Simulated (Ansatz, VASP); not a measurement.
# Cd4Se in VASP and in Ansatz

```
CELL_PARAMETERS angstrom
4.40000 0.00000 0.00000
0.00000 4.40000 0.00000
0.00000 0.00000 6.50000
ATOMIC_POSITIONS crystal
Cd 0.50000 0.00000 0.76000
Cd 0.00000 0.50000 0.24000
Cd 0.00000 0.00000 0.50000
Cd 0.50000 0.50000 0.50000
Se 0.00000 0.00000 0.00000
```

Alike in both runs: task relaxation of cell and atoms; functional PBE; k mesh 4 × 4 × 3; occupations gaussian, width 0.2 eV; no spin polarisation.

```csv
,VASP,Ansatz
version,VASP 6.6.1,Ansatz 0.2.0
potentials or method,"VASP PAW PBE potentials, release 64 (Cd, Se), cutoff 600 eV","scalar-relativistic, plane waves, PAW"
valence electrons in the cell,54,96
```

```csv
,VASP,Ansatz,Ansatz less VASP
"gap on the k mesh at the Fermi level, each at its own relaxed structure (eV)",none,none,-
relaxed volume (Å³/atom),28.55,28.35,-0.196
relaxed cell length with the largest relative difference (Å),7.753,7.574,-0.1793
```

A gap of «none» marks a metal or a gap that the smearing closes. VASP's potentials hold 54 valence electrons a cell and Ansatz's 96, so a difference there can come from the potentials and not from the codes.
